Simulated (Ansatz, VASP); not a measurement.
Two plane-wave programs on MgF2

INCAR

```
PREC = Accurate
ENCUT = 600
EDIFF = 1E-6
ISMEAR = 0
SIGMA = 0.02
LREAL = False
LASPH = True
NELM = 120
ALGO = Normal
ISIF = 2
LWAVE = False
LCHARG = False
GGA = PE
NBANDS = 25
GGA_COMPAT = False
```

The input KPOINTS:

```
Automatic mesh
0
Gamma
  6 6 8
```

POSCAR

```
MgF2
1.0
    4.6250000000      0.0000000000      0.0000000000
    0.0000000000      4.6250000000      0.0000000000
    0.0000000000      0.0000000000      3.0520000000
Mg F
2 4
Direct
    0.0000000000      0.0000000000      0.0000000000
    0.5000000000      0.5000000000      0.5000000000
    0.3030000000      0.3030000000      0.0000000000
    0.1970000000      0.8030000000      0.5000000000
    0.6970000000      0.6970000000      0.0000000000
    0.8030000000      0.1970000000      0.5000000000
```

Input for Ansatz:

```yaml
crystal:
  lattice:
    - [4.625, 0.0, 0.0]
    - [0.0, 4.625, 0.0]
    - [0.0, 0.0, 3.052]
  atoms:
    - { symbol: Mg, position: [0.0, 0.0, 0.0] }
    - { symbol: Mg, position: [0.5, 0.5, 0.5] }
    - { symbol: F, position: [0.303, 0.303, 0.0] }
    - { symbol: F, position: [0.197, 0.803, 0.5] }
    - { symbol: F, position: [0.697, 0.697, 0.0] }
    - { symbol: F, position: [0.803, 0.197, 0.5] }
basis:
  ecutwfc: 420
kpoints:
  mp_grid: { grid: [6, 6, 8] }
hamiltonian:
  xc: pbe
scf:
  occupations: { method: gaussian, width: 0.02 }
output:
  forces: true
  stress: true
  eigenvalues: true
  populations: true
  write_density: true
  write_potential: true
  elf: true
  volumetric_format: npy
```

Alike in both runs: task single point; functional PBE; k mesh 6 × 6 × 8; occupations gaussian, width 0.02 eV; no spin polarisation.

```csv
,VASP,Ansatz
version,VASP 6.6.1,Ansatz 0.2.0
potentials or method,"VASP PAW PBE potentials, release 64 (Mg, F), cutoff 600 eV","scalar-relativistic, plane waves, PAW"
valence electrons in the cell,32,48
```

```csv
,VASP,Ansatz,Ansatz less VASP
gap on the k mesh at the Fermi level (eV),7.10,7.13,+0.039
least direct gap on the mesh (eV),7.10,7.13,+0.039
pressure (GPa),3.5,4.5,+1.08
"traceless stress, the component that is largest in VASP (GPa)",0.14,0.20,+0.063
rms of the force components (eV/Å),0.010,0.011,+0.0007
```

Atom by atom the forces differ by 0.001 eV/Å (rms over components). VASP's potentials hold 32 valence electrons a cell and Ansatz's 48, so a difference there can come from the potentials and not from the codes.
